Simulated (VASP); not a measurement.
The system is RbLaSn.

```xyz
3
Lattice="5.6805 0.0000 0.0000 -2.8402 4.9194 0.0000 0.0000 0.0000 4.5189" Properties=species:S:1:pos:R:3 pbc="T T T"
Rb    0.0000    0.0000    0.0000
La    0.0000    3.2796    2.2595
Sn    2.8402    1.6398    2.2595
```

The cell was generated, and may not be a known phase.

| Item | Value |
| --- | --- |
| Program | VASP 6.6.1 |
| Task | relaxation of cell and atoms |
| Functional | PBE |
| Potentials or basis | VASP PAW PBE potentials, release 64 (Rb_sv, La, Sn_d) |
| Cutoff | 600 eV |
| k mesh | 6 × 6 × 8 |
| Occupations | gaussian, width 0.01 eV |
| Spin | no spin polarisation |

At the start: pressure 0.0 GPa; volume 42.09 Å³/atom.

How do energy, volume and symmetry change on relaxing?

Over 10 steps the energy falls by 8.3 meV/atom and the volume is 40.40 Å³/atom (-4.0 %); space group P-6m2 (No. 187, to 0.1 Å) before and after.

Step by step:
| step | energy change (eV) | largest force (eV/Å) | pressure (GPa) | volume (Å³) |
| --- | --- | --- | --- | --- |
| 1 | 0.0000 | 0.0000 | 0.00 | 126.28 |
| 2 | -0.0056 | 0.0000 | -0.15 | 126.28 |
| 3 | -0.0147 | 0.0000 | -0.57 | 126.22 |
| 4 | -0.0182 | 0.0000 | -0.49 | 125.20 |
| 5 | -0.0238 | 0.0000 | -0.24 | 122.54 |
| 6 | -0.0244 | 0.0000 | -0.11 | 121.25 |
| 7 | -0.0244 | 0.0000 | -0.12 | 121.38 |
| 8 | -0.0244 | 0.0000 | -0.13 | 121.48 |
| 9 | -0.0247 | 0.0000 | -0.06 | 121.34 |
| 10 | -0.0248 | 0.0000 | 0.00 | 121.21 |

Final structure:
```cif
data_structure
_symmetry_space_group_name_H-M 'P 1'
_symmetry_Int_Tables_number 1
_cell_length_a 5.7496
_cell_length_b 5.7496
_cell_length_c 4.2339
_cell_angle_alpha 90.000
_cell_angle_beta 90.000
_cell_angle_gamma 120.000
_cell_volume 121.21
loop_
_atom_site_label
_atom_site_type_symbol
_atom_site_fract_x
_atom_site_fract_y
_atom_site_fract_z
_atom_site_occupancy
Rb1 Rb 0.00000 0.00000 0.00000 1
La1 La 0.33333 0.66667 0.50000 1
Sn1 Sn 0.66667 0.33333 0.50000 1
```
